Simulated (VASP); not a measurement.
# HgTe (Cmcm) in VASP: single point with PBEsol

Aim: the single point of HgTe with PBEsol.

Everything below comes from runs of VASP 6.6.1. Logs are shortened: lines on timing, memory, paths and dates and some standing lists are left out, and cuts for length are marked.

## 1. The cell of the first run

The typed cell holds 4 atoms: a = 4.242 Å, b = 4.242 Å, c = 6.009 Å, α = 90.00°, β = 90.00°, γ = 90.01°.

## 2. Single point, PBEsol

Input file INCAR:

```
PREC = Accurate ; ENCUT = 520
EDIFF = 1E-6 ; ISMEAR = 0
SIGMA = 0.15 ; LREAL = False
LASPH = True ; NELM = 60
ALGO = Normal ; ISIF = 2
LWAVE = False ; LCHARG = False
GGA = PS ; NBANDS = 26
```

Input file KPOINTS:

```
regular mesh
0
Gamma
  8 8 6
```

Input file POSCAR:

```
HgTe
1.0
    2.9995453837     -3.0001352848      0.0000000000
    2.9995453837      3.0001352848      0.0000000000
    0.0000000000      0.0000000000      6.0086701460
Hg Te
2 2
Direct
    0.2498182368      0.7501817632      0.7500000000
    0.7501817632      0.2498182368      0.2500000000
    0.7498667092      0.2501332908      0.7500000000
    0.2501332908      0.7498667092      0.2500000000
```

Potentials or basis: VASP PAW PBE potentials, release 64 (Hg, Te).

Started as:

```sh
$ cat potpaw_PBE.64/Hg/POTCAR potpaw_PBE.64/Te/POTCAR > POTCAR
$ mpirun -np 1 vasp_std > vasp.out
```

OUTCAR:

```text
PREC = Accurate
   ENCUT = 520
   EDIFF = 1E-6
   ISMEAR = 0
   LREAL = False
   LASPH = True
   NELM = 60
   ISIF = 2
   GGA = PS

 ion  position               nearest neighbor table
   1  0.250  0.750  0.750-   3 3.00   3 3.00   3 3.00   3 3.00   4 3.00   4 3.00
   2  0.750  0.250  0.250-   4 3.00   4 3.00   4 3.00   4 3.00   3 3.00   3 3.00
   3  0.750  0.250  0.750-   1 3.00   1 3.00   1 3.00   1 3.00   2 3.00   2 3.00
   4  0.250  0.750  0.250-   2 3.00   2 3.00   2 3.00   2 3.00   1 3.00   1 3.00

  LATTYP: Found a base centered orthorhombic cell.
 ALAT       =     5.9990907674
 B/A-ratio  =     1.0001966635
 C/A-ratio  =     1.0015968051

  Lattice vectors:

 A1 = (   2.9995453837,  -3.0001352848,   0.0000000000)
 A2 = (   2.9995453837,   3.0001352848,   0.0000000000)
 A3 = (   0.0000000000,   0.0000000000,   6.0086701460)

Analysis of symmetry for initial positions (statically):
=====================================================================
 Subroutine PRICEL returns:
 Original cell was already a primitive cell.

 Routine SETGRP: Setting up the symmetry group for a
 base centered orthorhombic supercell.

 Subroutine GETGRP returns: Found  8 space group operations
 (whereof  4 operations were pure point group operations)
 out of a pool of  8 trial point group operations.

The static configuration has the point symmetry C_2h.
 The point group associated with its full space group is D_2h.

Analysis of symmetry for dynamics (positions and initial velocities):
=====================================================================
 Subroutine PRICEL returns:
 Original cell was already a primitive cell.

 Routine SETGRP: Setting up the symmetry group for a
 base centered orthorhombic supercell.

 Subroutine GETGRP returns: Found  8 space group operations
 (whereof  4 operations were pure point group operations)
 out of a pool of  8 trial point group operations.

The dynamic configuration has the point symmetry C_2h.
 The point group associated with its full space group is D_2h.

 Subroutine INISYM returns: Found  8 space group operations
 (whereof  4 operations are pure point group operations),
 and found     1 'primitive' translations

----------------------------------------------------------------------------------------

                                     Primitive cell

  volume of cell :     108.1445

[... 90 lines left out ...]
   ENCUT  =  520.0 eV  38.22 Ry    6.18 a.u.   7.89  7.89 11.17*2*pi/ulx,y,z
   NELM   =     60;   NELMIN=  2; NELMDL= -5     # of ELM steps
   EDIFF  = 0.1E-05   stopping-criterion for ELM
   LREAL  =      F    real-space projection
   EDIFFG = 0.1E-04   stopping-criterion for IOM
   NSW    =      0    number of steps for IOM
   IBRION =     -1    ionic relax: 0-MD 1-quasi-New 2-CG
   NFREE  =      0    steps in history (QN), initial steepest desc. (CG)
   ISIF   =      2    stress and relaxation
   ISYM   =      2    0-nonsym 1-usesym 2-fastsym
   POTIM  = 0.5000    time-step for ionic-motion
   TEBEG  =    0.0;   TEEND  =   0.0 temperature during run
   PSTRESS=    0.0 pullay stress
   NELECT =      36.0000    total number of electrons
   NUPDOWN=      -1.0000    fix difference up-down
   EMIN   =  10.00;   EMAX   =-10.00  energy-range for DOS
   EFERMI =   0.00;   METHOD = LEGACY
   ISMEAR =     0;   SIGMA  =   0.15  broadening in eV -4-tet -1-fermi 0-gaus
   EFERMI_NEDOS =   21; number of points for ismear=-14 and -15
   IALGO  =     38    algorithm
   IMIX   =      4    mixing-type and parameters
     AMIX     =   0.40;   BMIX     =  1.00
     AMIX_MAG =   1.60;   BMIX_MAG =  1.00
  volume/ion in A,a.u.               =      27.04       182.45
  Fermi-wavevector in a.u.,A,eV,Ry     =   1.134595  2.144073 17.514853  1.287305
  Thomas-Fermi vector in A             =   2.271299
   LORBIT       =      0    0 simple, 1 ext, 2 COOP (PROOUT), +10 PAW based schemes
   GGA     = PS    functional components
   LHFCALC =     F    Hartree Fock is set to
   AEXX    =    0.0000 exact exchange contribution
   IVDW    =     0    specifies the selected vdW correction
   LEPSILON=     F    determine dielectric tensor
   LRPA    =     F    only Hartree local field effects (RPA)
 non-spin polarized calculation
 Gauss-broadening in eV      SIGMA  =   0.15
  energy-cutoff  :      520.00
  volume of cell :      108.14
 maximum number of plane-waves:      2950
   NGX = 15   NGY = 15   NGZ = 23

 number of electron      36.0000005 magnetization

 Free energy of the ion-electron system (eV)
  ---------------------------------------------------
  ext. energy  EPLUGINS =         0.00000000
  ---------------------------------------------------
  free energy    TOTEN  =        -8.42948635 eV

  energy without entropy =       -8.40144837  energy(sigma->0) =       -8.41546736

 E-fermi :   4.8104     XC(G=0): -10.2738

 val. band max:        4.8019479460   @ k =   0.2500   0.0000   0.0000
 cond. band min:       4.8236236087   @ k =  -0.2500   0.1250   0.5000
 fundamental gap:      0.0216756628
 Fermi energy:         4.8103797888

 k-point     1 :       0.0000    0.0000    0.0000
  band No.  band energies     occupation
      1      -7.6238      2.00000
      2      -6.4750      2.00000
      3      -2.1799      2.00000
      4      -2.0799      2.00000
      5      -2.0772      2.00000
      6      -2.0170      2.00000
[... 685 lines left out ...]
     25      11.6198      0.00000
     26      12.1588      0.00000

 [... further k-points ...]

------------------------ aborting loop because EDIFF is reached ----------------------------------------

  FORCE on cell =-STRESS in cart. coord.  units (eV):
  Direction    XX          YY          ZZ          XY          YZ          ZX
  --------------------------------------------------------------------------------------
  -------------------------------------------------------------------------------------
  Total        0.2654703      0.2565052      0.0042237      0.0000000      0.0000000      0.0000000
  in kB        3.9329809      3.8001620      0.0625747      0.0000000      0.0000000      0.0000000
  external PRESSURE =       2.5985725 kB  Pullay stress =       0.0000000 kB

 VOLUME and BASIS-vectors are now :
 -----------------------------------------------------------------------------
  energy-cutoff  :      520.00
  volume of cell :      108.14
      direct lattice vectors                 reciprocal lattice vectors
     2.999545384 -3.000135285  0.000000000     0.166691927 -0.166659151  0.000000000
     2.999545384  3.000135285  0.000000000     0.166691927  0.166659151  0.000000000
     0.000000000  0.000000000  6.008670146     0.000000000  0.000000000  0.166426177

 POSITION                                       TOTAL-FORCE (eV/Angst)
 -----------------------------------------------------------------------------------
      2.99955      1.50116      4.50650         0.000000     -0.000693      0.000000
      2.99955     -1.50116      1.50217         0.000000      0.000693      0.000000
      2.99955     -1.49927      4.50650         0.000000     -0.000175     -0.000000
      2.99955      1.49927      1.50217         0.000000      0.000175      0.000000
 -----------------------------------------------------------------------------------
    total drift:                                0.000000      0.000000     -0.000000

  FREE ENERGIE OF THE ION-ELECTRON SYSTEM (eV)
  ---------------------------------------------------
  free  energy   TOTEN  =        -8.4294863532 eV

  energy  without entropy=       -8.4014483721  energy(sigma->0) =       -8.41546736
```

It used 310 s of CPU time on 1 thread of AMD EPYC 7R13 Processor (Zen 3), on a shared host.

What came out:

```yaml
Free_energy: -8.4295 eV
Pressure: 0.3 GPa
Band_gap_on_the_k_mesh: zero (band 18 reaches 5.12 eV, above the bottom of band 19 at 2.32 eV)
```

Levels at points of the mesh, in eV from the Fermi level:
```
           k point  band 15  band 16  band 17  band 18  band 19  band 20  band 21  band 22
(0.00, 0.00, 0.00)    -2.50    -2.50    -0.84    -0.80    -0.80    -0.79     4.67     7.60
(0.50, 0.00, 0.00)    -2.62    -2.62     0.06     0.06     2.13     2.13     4.39     4.39
(0.50, 0.50, 0.00)    -2.89    -2.89    -2.51    -2.51    -2.50    -2.49     4.67     4.67
(0.00, 0.00, 0.50)    -1.62    -1.62    -1.62    -1.62     0.84     0.84     5.40     5.40
(0.50, 0.00, 0.50)     0.30     0.30     0.31     0.31     2.46     2.46     3.81     3.81
(0.50, 0.50, 0.50)    -3.58    -3.58    -3.58    -3.58     1.89     1.89     4.66     4.66
```

Caveat: the PAW data sets were made with another functional, which shifts forces and pressure a little; spin-orbit coupling is left out, which moves the levels of the heavy elements.
